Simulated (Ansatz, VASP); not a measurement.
One calculation of Os, two programs

```
Os
1.0
     2.83477    0.00000    0.00000
    -1.41739    2.45498    0.00000
     0.00000    0.00000    4.45618
Os
2
Direct
  0.33333 0.66667 0.25000
  0.66667 0.33333 0.75000
```

Alike in both runs: task single point; functional BLYP; k mesh 21 × 21 × 12; occupations fermi-dirac, width 0.1 eV; no spin polarisation.

|  | VASP | Ansatz |
| --- | --- | --- |
| version | VASP 6.6.1 | Ansatz 0.2.0 |
| potentials or method | VASP PAW PBE potentials, release 64 (Os), cutoff 520 eV | plane waves (420 eV) with PAW, scalar-relativistic |
| valence electrons in the cell | 16 | 32 |

VASP gave:

- pressure (GPa): -10.2
- traceless stress, the component that is largest in VASP (GPa): -0.10

Q: Estimate Ansatz's values.

A: Pressure (GPa): -12.2; traceless stress, the component that is largest in VASP (GPa): -0.22.

VASP's potentials were made for PBE, not for BLYP. The functional is the same, so the differences come from potentials, cutoffs and numerics. VASP's potentials hold 16 valence electrons a cell and Ansatz's 32, so a difference there can come from the potentials and not from the codes.

Neither program's run includes spin-orbit coupling.
